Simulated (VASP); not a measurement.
# CeO2 (Fm-3m) in VASP: further runs

CeO2 is run at these levels: LDA; tasks: relaxation of cell and atoms.

All numbers are computed with VASP 6.6.1; they aren't measurements. Logs are shortened: lines on timing, memory, paths and dates and some standing lists are left out, and cuts for length are marked.

## (1) The cell of the first run

Symmetry: Fm-3m, No. 225, cubic system. Conventional cell: a = 5.159 Å, b = 5.159 Å, c = 5.159 Å, α = 90.00°, β = 90.00°, γ = 90.00°. Ce (site symmetry m-3m) has 8 O at 2.23 Å within 3.0 Å. Within 3.0 Å of O (site symmetry -43m) lie 4 Ce at 2.23 Å and 6 O at 2.58 Å.

## (2) Relaxation of cell and atoms, LDA, target pressure 40 GPa, at which the enthalpy is minimised

File INCAR:

```
ALGO = Normal
EDIFF = 1E-7
EDIFFG = -0.003
ENCUT = 600
GGA = CA
GGA_COMPAT = F
IBRION = 2
ISIF = 3
ISMEAR = 0
LASPH = T
LCHARG = F
LMAXMIX = 6
LREAL = F
LWAVE = F
NELM = 200
NELMIN = 4
NSW = 80
PREC = Accurate
PSTRESS = 400.0
SIGMA = 0.01
```

File KPOINTS:

```
k-points
0
Gamma
  8 8 8
```

File POSCAR:

```
CeO2
1.0
    0.0000000000      2.5795888491      2.5795888491
    2.5795888491      0.0000000000      2.5795888491
    2.5795888491      2.5795888491      0.0000000000
Ce O
1 2
Direct
    0.0000000000      0.0000000000      0.0000000000
    0.2500000000      0.2500000000      0.2500000000
    0.7500000000      0.7500000000      0.7500000000
```

Potentials or basis: VASP PAW LDA potentials, release 64 (Ce, O).

Run with:

```sh
> cat potpaw_LDA.64/Ce/POTCAR potpaw_LDA.64/O/POTCAR > POTCAR
> mpirun -np 1 vasp_std > vasp.out
```

OUTCAR:

```text
EDIFF = 1E-7
   EDIFFG = -0.003
   ENCUT = 600
   GGA = CA
   IBRION = 2
   ISIF = 3
   ISMEAR = 0
   LASPH = T
   LREAL = F
   NELM = 200
   NELMIN = 4
   NSW = 80
   PREC = Accurate
   PSTRESS = 400.0

 ion  position               nearest neighbor table
   1  0.000  0.000  0.000-   3 2.23   3 2.23   3 2.23   2 2.23   3 2.23   2 2.23   2 2.23   2 2.23

   2  0.250  0.250  0.250-   1 2.23   1 2.23   1 2.23   1 2.23
   3  0.750  0.750  0.750-   1 2.23   1 2.23   1 2.23   1 2.23

  LATTYP: Found a face centered cubic cell.
 ALAT       =     5.1591776982

  Lattice vectors:

 A1 = (   0.0000000000,   2.5795888491,   2.5795888491)
 A2 = (   2.5795888491,   0.0000000000,   2.5795888491)
 A3 = (   2.5795888491,   2.5795888491,   0.0000000000)

Analysis of symmetry for initial positions (statically):
=====================================================================
 Subroutine PRICEL returns:
 Original cell was already a primitive cell.

 Routine SETGRP: Setting up the symmetry group for a
 face centered cubic supercell.

 Subroutine GETGRP returns: Found 48 space group operations
 (whereof 48 operations were pure point group operations)
 out of a pool of 48 trial point group operations.

The static configuration has the point symmetry O_h .

Analysis of symmetry for dynamics (positions and initial velocities):
=====================================================================
 Subroutine PRICEL returns:
 Original cell was already a primitive cell.

 Routine SETGRP: Setting up the symmetry group for a
 face centered cubic supercell.

 Subroutine GETGRP returns: Found 48 space group operations
 (whereof 48 operations were pure point group operations)
 out of a pool of 48 trial point group operations.

The dynamic configuration has the point symmetry O_h .

 Subroutine INISYM returns: Found 48 space group operations
 (whereof 48 operations are pure point group operations),
 and found     1 'primitive' translations

----------------------------------------------------------------------------------------

                                     Primitive cell

  volume of cell :      34.3306

  direct lattice vectors                    reciprocal lattice vectors
     0.000000000  2.579588849  2.579588849    -0.193829338  0.193829338  0.193829338
     2.579588849  0.000000000  2.579588849     0.193829338 -0.193829338  0.193829338
     2.579588849  2.579588849  0.000000000     0.193829338  0.193829338 -0.193829338

  length of vectors
     3.648089536  3.648089536  3.648089536     0.335722262  0.335722262  0.335722262

  position of ions in fractional coordinates (direct lattice)
     0.000000000  0.000000000  0.000000000
     0.250000000  0.250000000  0.250000000
     0.750000000  0.750000000  0.750000000

  ion indices of the primitive-cell ions
   primitive index   ion index
                 1           1
                 2           2
                 3           3

----------------------------------------------------------------------------------------

 KPOINTS: k-points

Automatic generation of k-mesh.
 Grid dimensions read from file:
 generate k-points for:    8    8    8

 Generating k-lattice:

  Cartesian coordinates                     Fractional coordinates (reciprocal lattice)
    -0.024228667  0.024228667  0.024228667     0.125000000  0.000000000  0.000000000
     0.024228667 -0.024228667  0.024228667     0.000000000  0.125000000  0.000000000
     0.024228667  0.024228667 -0.024228667     0.000000000  0.000000000  0.125000000

  Length of vectors
     0.041965283  0.041965283  0.041965283

  Shift w.r.t. Gamma in fractional coordinates (k-lattice)
     0.000000000  0.000000000  0.000000000

 Subroutine IBZKPT returns following result:
 ===========================================

 Found     29 irreducible k-points:

 Following reciprocal coordinates:
            Coordinates               Weight
  0.000000  0.000000  0.000000      1.000000
  0.125000  0.000000  0.000000      8.000000
  0.250000  0.000000  0.000000      8.000000
  0.375000  0.000000  0.000000      8.000000
  0.500000  0.000000  0.000000      4.000000
  0.125000  0.125000  0.000000      6.000000
[... 16 lines left out ...]
  0.500000  0.250000  0.125000     48.000000
 -0.375000  0.250000  0.125000     24.000000
 [... further k-points ...]
   k-points           NKPTS =     29   k-points in BZ     NKDIM =     29   number of bands    NBANDS=     16
   number of dos      NEDOS =    301   number of ions     NIONS =      3
   total plane-waves  NPLWV =  27000
   dimension x,y,z NGX =    30 NGY =   30 NGZ =   30
   dimension x,y,z NGXF=    60 NGYF=   60 NGZF=   60
   ions per type =               1   2
   NGX,Y,Z   is equivalent  to a cutoff of  13.67, 13.67, 13.67 a.u.
   NGXF,Y,Z  is equivalent  to a cutoff of  27.34, 27.34, 27.34 a.u.
 SYSTEM =  unknown system
   PREC   = accura    normal or accurate (medium, high low for compatibility)
   ISTART =      0    job   : 0-new  1-cont  2-samecut
   ICHARG =      2    charge: 1-file 2-atom 10-const
   ISPIN  =      1    spin polarized calculation?
   LNONCOLLINEAR =      F non collinear calculations
   LSORBIT =      F    spin-orbit coupling
   LASPH  =      T    aspherical Exc in radial PAW
   ENCUT  =  600.0 eV  44.10 Ry    6.64 a.u.   7.29  7.29  7.29*2*pi/ulx,y,z
   NELM   =    200;   NELMIN=  4; NELMDL= -5     # of ELM steps
   EDIFF  = 0.1E-06   stopping-criterion for ELM
   LREAL  =      F    real-space projection
   EDIFFG = -.3E-02   stopping-criterion for IOM
   NSW    =     80    number of steps for IOM
   IBRION =      2    ionic relax: 0-MD 1-quasi-New 2-CG
   NFREE  =      1    steps in history (QN), initial steepest desc. (CG)
   ISIF   =      3    stress and relaxation
   ISYM   =      2    0-nonsym 1-usesym 2-fastsym
   POTIM  = 0.5000    time-step for ionic-motion
   TEBEG  =    0.0;   TEEND  =   0.0 temperature during run
   PSTRESS=  400.0 pullay stress
   NELECT =      24.0000    total number of electrons
   NUPDOWN=      -1.0000    fix difference up-down
   EMIN   =  10.00;   EMAX   =-10.00  energy-range for DOS
   EFERMI =   0.00;   METHOD = LEGACY
   ISMEAR =     0;   SIGMA  =   0.01  broadening in eV -4-tet -1-fermi 0-gaus
   EFERMI_NEDOS =   21; number of points for ismear=-14 and -15
   IALGO  =     38    algorithm
   IMIX   =      4    mixing-type and parameters
     AMIX     =   0.40;   BMIX     =  1.00
     AMIX_MAG =   1.60;   BMIX_MAG =  1.00
  volume/ion in A,a.u.               =      11.44        77.22
  Fermi-wavevector in a.u.,A,eV,Ry     =   1.452953  2.745682 28.722865  2.111071
  Thomas-Fermi vector in A             =   2.570275
   LORBIT       =      0    0 simple, 1 ext, 2 COOP (PROOUT), +10 PAW based schemes
   GGA     = CA    functional components
   LHFCALC =     F    Hartree Fock is set to
   AEXX    =    0.0000 exact exchange contribution
   IVDW    =     0    specifies the selected vdW correction
   LEPSILON=     F    determine dielectric tensor
   LRPA    =     F    only Hartree local field effects (RPA)
 conjugate gradient relaxation of ions
 non-spin polarized calculation
 Gauss-broadening in eV      SIGMA  =   0.01
  energy-cutoff  :      600.00
  volume of cell :       34.33
 maximum number of plane-waves:      1162
 NGX is ok and might be reduce to    30
   NGX = 15   NGY = 15   NGZ = 15

--------------------------------------- Ionic step        1  -------------------------------------------

 number of electron      23.9999994 magnetization

 Free energy of the ion-electron system (eV)
  ---------------------------------------------------
  ext. energy  EPLUGINS =         0.00000000
  ---------------------------------------------------
  free energy    TOTEN  =       -28.48947190 eV

  energy without entropy =      -28.48947190  energy(sigma->0) =      -28.48947190

------------------------ aborting loop because EDIFF is reached ----------------------------------------

  FORCE on cell =-STRESS in cart. coord.  units (eV):
  Direction    XX          YY          ZZ          XY          YZ          ZX
  --------------------------------------------------------------------------------------
  -------------------------------------------------------------------------------------
  Total        6.5138482      6.5138482      6.5138482      0.0000000     -0.0000000      0.0000000
  in kB      303.9952142    303.9952142    303.9952142      0.0000000     -0.0000000      0.0000000
  external PRESSURE =     -96.0047858 kB  Pullay stress =     400.0000000 kB

 VOLUME and BASIS-vectors are now :
 -----------------------------------------------------------------------------
  energy-cutoff  :      600.00
  volume of cell :       34.33
      direct lattice vectors                 reciprocal lattice vectors
     0.000000000  2.579588849  2.579588849    -0.193829338  0.193829338  0.193829338
     2.579588849  0.000000000  2.579588849     0.193829338 -0.193829338  0.193829338
     2.579588849  2.579588849  0.000000000     0.193829338  0.193829338 -0.193829338
[... 87 lines left out ...]
  FREE ENERGIE OF THE ION-ELECTRON SYSTEM (eV)
  ---------------------------------------------------
  free  energy   TOTEN  =       -28.2901373448 eV

  energy  without entropy=      -28.2901373448  energy(sigma->0) =      -28.29013734

  enthalpy is  TOTEN    =       -19.9473060288 eV   P V=        8.3428313160

--------------------------------------- Ionic step        4  -------------------------------------------

 number of electron      23.9999993 magnetization

 Free energy of the ion-electron system (eV)
  ---------------------------------------------------
  ext. energy  EPLUGINS =         0.00000000
  ---------------------------------------------------
  free energy    TOTEN  =       -28.28398108 eV

  energy without entropy =      -28.28398108  energy(sigma->0) =      -28.28398108

 E-fermi :   7.0790     XC(G=0): -12.7340

 val. band max:        7.0027349523   @ k =  -0.2500   0.2500   0.0000
 cond. band min:       9.3293150593   @ k =   0.5000   0.0000   0.0000
 fundamental gap:      2.3265801070
 Fermi energy:         7.0790309787

 k-point     1 :       0.0000    0.0000    0.0000
  band No.  band energies     occupation
      1     -25.1259      2.00000
      2      -9.3755      2.00000
      3      -8.5841      2.00000
      4      -7.0144      2.00000
      5      -7.0144      2.00000
      6      -7.0144      2.00000
[... 8 lines left out ...]
     15       9.8487      0.00000
     16      10.2980      0.00000
[... 419 lines left out ...]
 k-point    24 :      -0.3750    0.2500    0.1250
  band No.  band energies     occupation
      1     -24.5524      2.00000
      2     -12.3158      2.00000
      3     -11.0849      2.00000
      4      -7.7903      2.00000
      5      -5.9139      2.00000
      6      -4.5867      2.00000
[... 8 lines left out ...]
     15       9.7787      0.00000
     16       9.8358      0.00000

 [... further k-points ...]

------------------------ aborting loop because EDIFF is reached ----------------------------------------

  FORCE on cell =-STRESS in cart. coord.  units (eV):
  Direction    XX          YY          ZZ          XY          YZ          ZX
  --------------------------------------------------------------------------------------
  -------------------------------------------------------------------------------------
  Total        8.3314455      8.3314455      8.3314455     -0.0000000     -0.0000000      0.0000000
  in kB      399.7502414    399.7502414    399.7502414     -0.0000000     -0.0000000      0.0000000
  external PRESSURE =      -0.2497586 kB  Pullay stress =     400.0000000 kB

 VOLUME and BASIS-vectors are now :
 -----------------------------------------------------------------------------
  energy-cutoff  :      600.00
  volume of cell :       33.39
      direct lattice vectors                 reciprocal lattice vectors
    -0.000000000  2.555862015  2.555862015    -0.195628714  0.195628714  0.195628714
     2.555862015 -0.000000000  2.555862015     0.195628714 -0.195628714  0.195628714
     2.555862015  2.555862015  0.000000000     0.195628714  0.195628714 -0.195628714

 POSITION                                       TOTAL-FORCE (eV/Angst)
 -----------------------------------------------------------------------------------
      0.00000      0.00000      0.00000         0.000000     -0.000000      0.000000
      1.27793      1.27793      1.27793         0.000000     -0.000000      0.000000
      3.83379      3.83379      3.83379        -0.000000      0.000000     -0.000000
 -----------------------------------------------------------------------------------
    total drift:                                0.000000     -0.000000      0.000000

  FREE ENERGIE OF THE ION-ELECTRON SYSTEM (eV)
  ---------------------------------------------------
  free  energy   TOTEN  =       -28.2839810805 eV

  energy  without entropy=      -28.2839810805  energy(sigma->0) =      -28.28398108

  enthalpy is  TOTEN    =       -19.9473301837 eV   P V=        8.3366508968

 reached required accuracy - stopping structural energy minimisation
```

It took 87 s on 1 thread of Intel Xeon 8259CL, shared host; peak memory 0.18 GiB.

What came out:

```
Free energy                                                : -28.2840 eV
Relaxed volume                                             : 11.13 Å³/atom
Relaxed cell                                               : a = 3.615 Å, b = 3.615 Å, c = 3.615 Å, α = 60.00°, β = 60.00°, γ = 60.00°
Space group after relaxing (to 0.1 Å)                      : Fm-3m (No. 225)
Energy change on relaxing (the run minimises the enthalpy) : +68.5 meV/atom
Ionic steps                                                : 4
Pressure after relaxing                                    : 40.0 GPa
Band gap on the k mesh                                     : 2.33 eV (least direct gap 2.50 eV)
```

The path:
| step | energy change (eV) | largest force (eV/Å) | pressure (GPa) | volume (Å³) |
| --- | --- | --- | --- | --- |
| 1 | 0.0000 | 0.0000 | 30.40 | 34.33 |
| 2 | 1.0061 | 0.0000 | 70.60 | 31.04 |
| 3 | 0.1993 | 0.0000 | 39.71 | 33.42 |
| 4 | 0.2055 | 0.0000 | 39.98 | 33.39 |

Final structure:
```
CELL_PARAMETERS angstrom
0.00000 2.55586 2.55586
2.55586 0.00000 2.55586
2.55586 2.55586 0.00000
ATOMIC_POSITIONS crystal
Ce 0.00000 0.00000 0.00000
O 0.25000 0.25000 0.25000
O 0.75000 0.75000 0.75000
```

Levels at points of the mesh, in eV from the valence-band top:
```
           k point  band 9  band 10  band 11  band 12  band 13  band 14  band 15  band 16
(0.00, 0.00, 0.00)   -5.12    -1.05    -1.05    -1.05     2.85     2.85     2.85     3.30
(0.50, 0.00, 0.00)   -1.50    -1.36    -0.97    -0.97     2.33     2.65     2.65     2.86
(0.50, 0.50, 0.00)   -1.32    -1.10    -1.08    -1.08     2.38     2.60     2.60     2.89
```

Caveat: the cell is relaxed towards a set pressure, so the run minimises the enthalpy, not the energy; spin-orbit coupling is left out, which moves the levels of the heavy elements.

(Part 1 of 3 ends here.)
